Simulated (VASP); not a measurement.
# Tm3BF (P6/mmm) in VASP: further runs

Runs on Tm3BF. Level: PBE. Tasks: single point, relaxation of cell and atoms.

Everything below comes from runs of VASP 6.6.1. Logs are shortened: lines on timing, memory, paths and dates and some standing lists are left out, and cuts for length are marked.

### 1 The cell of the first run

It takes space group P6/mmm (No. 191, hexagonal). The conventional cell has a = 6.065 Å, b = 6.065 Å, c = 3.381 Å, α = 90.00°, β = 90.00°, γ = 120.00°. Tm (site symmetry mmm) has 2 F at 3.03 Å and 6 Tm at 3.03 to 3.38 Å and 4 B at 3.47 Å within 4.0 Å. B (site symmetry 6/mmm) has 2 F at 1.69 Å within 2.2 Å. F (site symmetry 6/mmm) has 2 B at 1.69 Å within 2.2 Å.

The cell was built from a structure type or drawn by symmetry, and may not be a known phase.

### 2 Single point, PBE

The input, INCAR:

```
  PREC = Accurate
  ENCUT = 600
  EDIFF = 1E-6
  ISMEAR = 0
  SIGMA = 0.1
  LREAL = False
  LASPH = True
  NELM = 200
  ALGO = Normal
  ISIF = 2
  LWAVE = False
  LCHARG = True
  GGA = PE
  LELF = True
  LVHAR = True
  NBANDS = 26
  GGA_COMPAT = False
  LMAXMIX = 6
```

The input, KPOINTS:

```
Automatic mesh
0
Gamma
  6 6 4
```

The input, POSCAR:

```
Tm3BF
1.0
    6.0653457511     -0.0000000034      0.0000000000
   -3.0326728726      5.2527435049      0.0000000000
    0.0000000000      0.0000000000      3.3806713898
Tm B F
3 1 1
Direct
    0.5000000000      0.0000000000      0.0000000000
    0.0000000000      0.5000000000      0.0000000000
    0.5000000000      0.5000000000      0.0000000000
    0.0000000000      0.0000000000      0.5000000000
    0.0000000000      0.0000000000      0.0000000000
```

Potentials or basis: VASP PAW PBE potentials, release 64 (Tm_3, B, F), 4f in core.

Started as:

```bash
$ cat potpaw_PBE.64/Tm_3/POTCAR potpaw_PBE.64/B/POTCAR potpaw_PBE.64/F/POTCAR > POTCAR
$ mpirun -np 1 vasp_std > vasp.out
```

OUTCAR:

```text
PREC = Accurate
   ENCUT = 600
   EDIFF = 1E-6
   ISMEAR = 0
   LREAL = False
   LASPH = True
   NELM = 200
   ISIF = 2
   GGA = PE

 ion  position               nearest neighbor table
   1  0.500  0.000  0.000-   3 3.03   3 3.03   2 3.03   2 3.03
   2  0.000  0.500  0.000-   3 3.03   3 3.03   1 3.03   1 3.03
   3  0.500  0.500  0.000-   2 3.03   2 3.03   1 3.03   1 3.03
   4  0.000  0.000  0.500-   5 1.69   5 1.69
   5  0.000  0.000  0.000-   4 1.69   4 1.69

  LATTYP: Found a hexagonal cell.
 ALAT       =     6.0653457511
 C/A-ratio  =     0.5573748849

  Lattice vectors:

 A1 = (   6.0653457511,  -0.0000000034,   0.0000000000)
 A2 = (  -3.0326728726,   5.2527435049,   0.0000000000)
 A3 = (   0.0000000000,   0.0000000000,   3.3806713898)

Analysis of symmetry for initial positions (statically):
=====================================================================
 Subroutine PRICEL returns:
 Original cell was already a primitive cell.

 Routine SETGRP: Setting up the symmetry group for a
 hexagonal supercell.

 Subroutine GETGRP returns: Found 24 space group operations
 (whereof 24 operations were pure point group operations)
 out of a pool of 24 trial point group operations.

The static configuration has the point symmetry D_6h.

Analysis of symmetry for dynamics (positions and initial velocities):
=====================================================================
 Subroutine PRICEL returns:
 Original cell was already a primitive cell.

 Routine SETGRP: Setting up the symmetry group for a
 hexagonal supercell.

 Subroutine GETGRP returns: Found 24 space group operations
 (whereof 24 operations were pure point group operations)
 out of a pool of 24 trial point group operations.

The dynamic configuration has the point symmetry D_6h.

 Subroutine INISYM returns: Found 24 space group operations
 (whereof 24 operations are pure point group operations),
 and found     1 'primitive' translations

----------------------------------------------------------------------------------------

                                     Primitive cell

  volume of cell :     107.7072

  direct lattice vectors                    reciprocal lattice vectors
     6.065345751 -0.000000003  0.000000000     0.164871063  0.095188352  0.000000000
    -3.032672873  5.252743505  0.000000000     0.000000000  0.190376705  0.000000000
     0.000000000  0.000000000  3.380671390     0.000000000  0.000000000  0.295799232

  length of vectors
     6.065345751  6.065345751  3.380671390     0.190376705  0.190376705  0.295799232

  position of ions in fractional coordinates (direct lattice)
     0.500000000  0.000000000  0.000000000
     0.000000000  0.500000000  0.000000000
     0.500000000  0.500000000  0.000000000
     0.000000000  0.000000000  0.500000000
     0.000000000  0.000000000  0.000000000

  ion indices of the primitive-cell ions
   primitive index   ion index
                 1           1
                 2           2
                 3           3
                 4           4
                 5           5

----------------------------------------------------------------------------------------

 KPOINTS: Automatic mesh

Automatic generation of k-mesh.
 Grid dimensions read from file:
 generate k-points for:    6    6    4

 Generating k-lattice:

  Cartesian coordinates                     Fractional coordinates (reciprocal lattice)
     0.027478510  0.015864725  0.000000000     0.166666667 -0.000000000  0.000000000
     0.000000000  0.031729451  0.000000000     0.000000000  0.166666667  0.000000000
     0.000000000  0.000000000  0.073949808     0.000000000  0.000000000  0.250000000

  Length of vectors
     0.031729451  0.031729451  0.073949808

  Shift w.r.t. Gamma in fractional coordinates (k-lattice)
     0.000000000  0.000000000  0.000000000

 Subroutine IBZKPT returns following result:
 ===========================================

 Found     21 irreducible k-points:

 Following reciprocal coordinates:
            Coordinates               Weight
  0.000000  0.000000  0.000000      1.000000
  0.166667  0.000000  0.000000      6.000000
  0.333333  0.000000  0.000000      6.000000
  0.500000  0.000000  0.000000      3.000000
  0.166667  0.166667  0.000000      6.000000
  0.333333  0.166667  0.000000     12.000000
[... 13 lines left out ...]
  0.333333  0.166667  0.500000     12.000000
  0.333333  0.333333  0.500000      2.000000
   k-points           NKPTS =     21   k-points in BZ     NKDIM =     21   number of bands    NBANDS=     26
   number of dos      NEDOS =    301   number of ions     NIONS =      5
   total plane-waves  NPLWV =  64512
   dimension x,y,z NGX =    48 NGY =   48 NGZ =   28
   dimension x,y,z NGXF=    96 NGYF=   96 NGZF=   56
   ions per type =               3   1   1
   NGX,Y,Z   is equivalent  to a cutoff of  13.16, 13.16, 13.77 a.u.
   NGXF,Y,Z  is equivalent  to a cutoff of  26.31, 26.31, 27.54 a.u.
 SYSTEM =  unknown system
   PREC   = accura    normal or accurate (medium, high low for compatibility)
   ISTART =      0    job   : 0-new  1-cont  2-samecut
   ICHARG =      2    charge: 1-file 2-atom 10-const
   ISPIN  =      1    spin polarized calculation?
   LNONCOLLINEAR =      F non collinear calculations
   LSORBIT =      F    spin-orbit coupling
   LASPH  =      T    aspherical Exc in radial PAW
   ENCUT  =  600.0 eV  44.10 Ry    6.64 a.u.  12.11 12.11  6.75*2*pi/ulx,y,z
   NELM   =    200;   NELMIN=  2; NELMDL= -5     # of ELM steps
   EDIFF  = 0.1E-05   stopping-criterion for ELM
   LREAL  =      F    real-space projection
   EDIFFG = 0.1E-04   stopping-criterion for IOM
   NSW    =      0    number of steps for IOM
   IBRION =     -1    ionic relax: 0-MD 1-quasi-New 2-CG
   NFREE  =      0    steps in history (QN), initial steepest desc. (CG)
   ISIF   =      2    stress and relaxation
   ISYM   =      2    0-nonsym 1-usesym 2-fastsym
   POTIM  = 0.5000    time-step for ionic-motion
   TEBEG  =    0.0;   TEEND  =   0.0 temperature during run
   PSTRESS=    0.0 pullay stress
   NELECT =      37.0000    total number of electrons
   NUPDOWN=      -1.0000    fix difference up-down
   EMIN   =  10.00;   EMAX   =-10.00  energy-range for DOS
   EFERMI =   0.00;   METHOD = LEGACY
   ISMEAR =     0;   SIGMA  =   0.10  broadening in eV -4-tet -1-fermi 0-gaus
   EFERMI_NEDOS =   21; number of points for ismear=-14 and -15
   IALGO  =     38    algorithm
   IMIX   =      4    mixing-type and parameters
     AMIX     =   0.40;   BMIX     =  1.00
     AMIX_MAG =   1.60;   BMIX_MAG =  1.00
  volume/ion in A,a.u.               =      21.54       145.37
  Fermi-wavevector in a.u.,A,eV,Ry     =   1.146552  2.166669 17.885973  1.314582
  Thomas-Fermi vector in A             =   2.283236
   LORBIT       =      0    0 simple, 1 ext, 2 COOP (PROOUT), +10 PAW based schemes
   GGA     = PE    functional components
   LHFCALC =     F    Hartree Fock is set to
   AEXX    =    0.0000 exact exchange contribution
   IVDW    =     0    specifies the selected vdW correction
   LEPSILON=     F    determine dielectric tensor
   LRPA    =     F    only Hartree local field effects (RPA)
 non-spin polarized calculation
 Gauss-broadening in eV      SIGMA  =   0.10
  energy-cutoff  :      600.00
  volume of cell :      107.71
 maximum number of plane-waves:      3626
   NGX = 25   NGY = 25   NGZ = 13

 number of electron      36.9999996 magnetization

 Free energy of the ion-electron system (eV)
  ---------------------------------------------------
  ext. energy  EPLUGINS =         0.00000000
  ---------------------------------------------------
  free energy    TOTEN  =       -19.61437817 eV

  energy without entropy =      -19.59608127  energy(sigma->0) =      -19.60522972

 E-fermi :   3.3578     XC(G=0): -10.0134

 val. band max:        3.3555540570   @ k =   0.1667   0.1667   0.2500
 cond. band min:       3.3715098870   @ k =   0.1667   0.0000   0.5000
 fundamental gap:      0.0159558300
 Fermi energy:         3.3577664132

 k-point     1 :       0.0000    0.0000    0.0000
  band No.  band energies     occupation
      1     -23.4332      2.00000
      2     -23.0487      2.00000
      3     -22.8002      2.00000
      4     -22.8002      2.00000
      5     -22.1581      2.00000
      6     -22.1393      2.00000
[... 18 lines left out ...]
     25       5.1391      0.00000
     26       6.3102      0.00000

 k-point     2 :       0.1667    0.0000    0.0000
  band No.  band energies     occupation
      1     -23.4541      2.00000
      2     -22.9867      2.00000
      3     -22.7643      2.00000
      4     -22.7562      2.00000
      5     -22.1920      2.00000
      6     -22.1301      2.00000
[... 18 lines left out ...]
     25       5.2871      0.00000
     26       6.3548      0.00000

 k-point     3 :       0.3333    0.0000    0.0000
  band No.  band energies     occupation
      1     -23.4912      2.00000
      2     -22.8636      2.00000
      3     -22.6407      2.00000
      4     -22.6373      2.00000
      5     -22.2943      2.00000
      6     -22.1061      2.00000
[... 18 lines left out ...]
     25       5.6483      0.00000
     26       6.5195      0.00000

 k-point     4 :       0.5000    0.0000    0.0000
  band No.  band energies     occupation
      1     -23.5081      2.00000
      2     -22.8149      2.00000
      3     -22.5161      2.00000
      4     -22.4526      2.00000
      5     -22.4090      2.00000
      6     -22.2790      2.00000
[... 18 lines left out ...]
     25       5.8589      0.00000
     26       6.9325      0.00000
[... 409 lines left out ...]
      1     -23.4552      2.00000
      2     -22.8302      2.00000
      3     -22.6744      2.00000
      4     -22.6055      2.00000
      5     -22.5198      2.00000
      6     -22.3822      2.00000
[... 18 lines left out ...]
     25       6.5607      0.00000
     26       6.7063      0.00000

 k-point    20 :       0.3333    0.1667    0.5000
  band No.  band energies     occupation
      1     -23.4771      2.00000
      2     -22.7278      2.00000
      3     -22.5730      2.00000
      4     -22.4856      2.00000
      5     -22.4186      2.00000
      6     -22.4170      2.00000
[... 18 lines left out ...]
     25       5.9566      0.00000
     26       6.0253      0.00000

 k-point    21 :       0.3333    0.3333    0.5000
  band No.  band energies     occupation
      1     -23.4830      2.00000
      2     -22.5724      2.00000
      3     -22.5724      2.00000
      4     -22.5571      2.00000
      5     -22.4513      2.00000
      6     -22.4513      2.00000
[... 18 lines left out ...]
     25       6.1062      0.00000
     26       6.3141      0.00000

------------------------ aborting loop because EDIFF is reached ----------------------------------------

  FORCE on cell =-STRESS in cart. coord.  units (eV):
  Direction    XX          YY          ZZ          XY          YZ          ZX
  --------------------------------------------------------------------------------------
  -------------------------------------------------------------------------------------
  Total        0.2099528      0.2099528      0.0470585      0.0000000      0.0000000      0.0000000
  in kB        3.1231119      3.1231119      0.7000101      0.0000000      0.0000000      0.0000000
  external PRESSURE =       2.3154113 kB  Pullay stress =       0.0000000 kB

 VOLUME and BASIS-vectors are now :
 -----------------------------------------------------------------------------
  energy-cutoff  :      600.00
  volume of cell :      107.71
      direct lattice vectors                 reciprocal lattice vectors
     6.065345751 -0.000000003  0.000000000     0.164871063  0.095188352  0.000000000
    -3.032672873  5.252743505  0.000000000     0.000000000  0.190376705  0.000000000
     0.000000000  0.000000000  3.380671390     0.000000000  0.000000000  0.295799232

 POSITION                                       TOTAL-FORCE (eV/Angst)
 -----------------------------------------------------------------------------------
      3.03267     -0.00000      0.00000        -0.000000      0.000000      0.000000
     -1.51634      2.62637      0.00000        -0.000000      0.000000      0.000000
      1.51634      2.62637      0.00000         0.000000      0.000000      0.000000
      0.00000      0.00000      1.69034        -0.000000      0.000000      0.000000
      0.00000      0.00000      0.00000        -0.000000      0.000000      0.000000
 -----------------------------------------------------------------------------------
    total drift:                               -0.000000      0.000000      0.000000

  FREE ENERGIE OF THE ION-ELECTRON SYSTEM (eV)
  ---------------------------------------------------
  free  energy   TOTEN  =       -19.6143781702 eV

  energy  without entropy=      -19.5960812695  energy(sigma->0) =      -19.60522972
```

Run time: 54 s. Hardware: 1 thread of Intel Xeon Platinum 8488C (Sapphire Rapids), shared host; peak memory 0.28 GiB.

Results:

```yaml
Free_energy: -19.6144 eV
Pressure: 0.2 GPa
Band_gap_on_the_k_mesh: zero (an odd number of electrons rules out a gap without spin polarisation)
```

Caveat: the k points lie up to 0.46 Å⁻¹ apart, too coarse for converged energies and pressures of a metal; spin-orbit coupling is left out, which moves the levels of the heavy elements; the 4f electrons are frozen in the core, so they carry no moment and show no levels; an odd number of electrons without spin polarisation forces a metal; a magnetic or distorted state may lie lower; the run has no spin polarisation, though such a crystal can be magnetic. With open d or f shells a metallic result of PBE can be an artefact of self-interaction; +U or a hybrid may open a gap.

### 3 Single point, PBE

This run uses another cell than the first one, of 21.97 Å³/atom.

The input, INCAR:

```
ALGO     = Normal         # electronic algorithm
EDIFF    = 1E-6           # SCF threshold, eV
ENCUT    = 600            # plane-wave cutoff, eV
GGA      = PE             # functional
GGA_COMPAT= False        
ISIF     = 2              # what is computed and relaxed
ISMEAR   = 0              # smearing method
LASPH    = True           # aspherical terms in the spheres
LCHARG   = True           # write CHGCAR
LELF     = True           # ELF
LMAXMIX  = 6              # l up to which the mixer works
LREAL    = False          # projectors in reciprocal space
LVHAR    = True         
LWAVE    = False          # write WAVECAR
NBANDS   = 26             # bands
NELM     = 200            # most SCF steps
PREC     = Accurate       # precision mode
SIGMA    = 0.1            # smearing width, eV
```

The input, KPOINTS:

```
k-points
0
Gamma
  6 6 4
```

Changes to POSCAR since step 2:

```diff
@@ -2,5 +2,5 @@
 1.0
-    6.0653457511     -0.0000000034      0.0000000000
-   -3.0326728726      5.2527435049      0.0000000000
-    0.0000000000      0.0000000000      3.3806713898
+    5.0967066500      0.0000000000      0.0000000000
+   -2.5483533200      4.4138774300      0.0000000000
+    0.0000000000      0.0000000000      4.8827667900
 Tm B F
```

Potentials or basis: VASP PAW PBE potentials, release 64 (Tm_3, B, F), 4f in core.

Started as:

```bash
$ cat potpaw_PBE.64/Tm_3/POTCAR potpaw_PBE.64/B/POTCAR potpaw_PBE.64/F/POTCAR > POTCAR
$ mpirun -np 1 vasp_std > vasp.out
```

Run time: 67 s. Hardware: 1 thread of Intel Xeon Platinum 8488C (Sapphire Rapids), shared host; peak memory 0.29 GiB.

The run converged. Its results:

```
Free energy            : -14.1991 eV
Pressure               : 11.2 GPa
Band gap on the k mesh : zero (an odd number of electrons rules out a gap without spin polarisation)
```

Stress tensor (GPa, compression positive):
```
 24.68   0.00   0.00
  0.00  24.68   0.00
  0.00   0.00 -15.63
```

Levels at points of the mesh, in eV from the Fermi level:
| k point | band 14 | band 15 | band 16 | band 17 | band 18 | band 19 | band 20 | band 21 | band 22 | band 23 |
| --- | --- | --- | --- | --- | --- | --- | --- | --- | --- | --- |
| (0.00, 0.00, 0.00) | -5.63 | -3.45 | -1.75 | -1.23 | -1.23 | 0.36 | 0.45 | 0.45 | 0.45 | 1.09 |
| (0.50, 0.00, 0.00) | -4.91 | -2.27 | -0.91 | -0.40 | 0.29 | 0.79 | 1.05 | 1.49 | 1.74 | 2.14 |
| (0.00, 0.00, 0.50) | -3.91 | -3.53 | -2.05 | -1.59 | -1.19 | -1.19 | -0.94 | -0.94 | 1.26 | 2.55 |
| (0.50, 0.00, 0.50) | -3.70 | -1.51 | -0.98 | -0.87 | -0.26 | 0.05 | 1.50 | 1.73 | 2.33 | 2.58 |

Caveat: the cell stands under pressure; spin-orbit coupling is left out, which moves the levels of the heavy elements; the 4f electrons are frozen in the core, so they carry no moment and show no levels; an odd number of electrons without spin polarisation forces a metal; a magnetic or distorted state may lie lower; the run has no spin polarisation, though such a crystal can be magnetic. With open d or f shells a metallic result of PBE can be an artefact of self-interaction; +U or a hybrid may open a gap.

(Continued in part 2 of 2.)
